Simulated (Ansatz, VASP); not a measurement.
## One calculation of TiO2, two programs

Contents of INCAR:

```
SYSTEM = TiO2
PREC = Accurate
ENCUT = 520
EDIFF = 1E-6
ISMEAR = 0
SIGMA = 0.05
LREAL = .FALSE.
LASPH = .TRUE.
NELM = 60
ALGO = Normal
ISIF = 2
LWAVE = .FALSE.
LCHARG = .FALSE.
GGA = PE
NBANDS = 33
```

The input KPOINTS:

```
Automatic mesh
0
G
  10 10 10
  0 0 0
```

POSCAR

```
TiO2
1.0
   -1.9281054382      1.9281054382      4.9939018570
    1.9281054382     -1.9281054382      4.9939018570
    1.9281054382      1.9281054382     -4.9939018570
Ti O
2 4
Direct
    0.0000000000      0.0000000000      0.0000000000
    0.7500000000      0.2500000000      0.5000000000
    0.2065067269      0.2065067269      0.0000000000
    0.9565067269      0.4565067269      0.5000000000
    0.5434932731      0.0434932731      0.5000000000
    0.7934932731      0.7934932731      0.0000000000
```

Input for Ansatz:

```yaml
crystal:
  lattice:
    - [-1.9281054382, 1.9281054382, 4.993901857]
    - [1.9281054382, -1.9281054382, 4.993901857]
    - [1.9281054382, 1.9281054382, -4.993901857]
  atoms:
    - { symbol: Ti, position: [0.0, 0.0, 0.0] }
    - { symbol: Ti, position: [0.75, 0.25, 0.5] }
    - { symbol: O, position: [0.2065067269, 0.2065067269, 0.0] }
    - { symbol: O, position: [0.9565067269, 0.4565067269, 0.5] }
    - { symbol: O, position: [0.5434932731, 0.0434932731, 0.5] }
    - { symbol: O, position: [0.7934932731, 0.7934932731, 0.0] }
basis:
  ecutwfc: 420
kpoints:
  mp_grid: { grid: [10, 10, 10] }
hamiltonian:
  xc: pbe
scf:
  occupations: { method: gaussian, width: 0.05 }
output:
  forces: true
  stress: true
  eigenvalues: true
```

Change from the starting cell: strain +0.015 along x and y, +0.030 along z, atoms carried along.

Alike in both runs: task single point; functional PBE; k mesh 10 × 10 × 10; occupations gaussian, width 0.05 eV; no spin polarisation.

|  | VASP | Ansatz |
| --- | --- | --- |
| version | VASP 6.6.1 | Ansatz 0.2.0 |
| potentials or method | VASP PAW PBE potentials, release 64 (Ti_sv, O), cutoff 520 eV | scalar-relativistic, plane waves, PAW |
| valence electrons in the cell | 48 | 48 |

```csv
,VASP,Ansatz,Ansatz less VASP
gap on the k mesh at the Fermi level (eV),1.98,2.00,+0.020
least direct gap on the mesh (eV),2.28,2.30,+0.019
pressure (GPa),-10.2,-10.8,-0.57
"traceless stress, the component that is largest in VASP (GPa)",-1.75,-1.72,+0.027
rms of the force components (eV/Å),0.180,0.186,+0.0052
```

Atom by atom the forces differ by 0.005 eV/Å (rms over components).
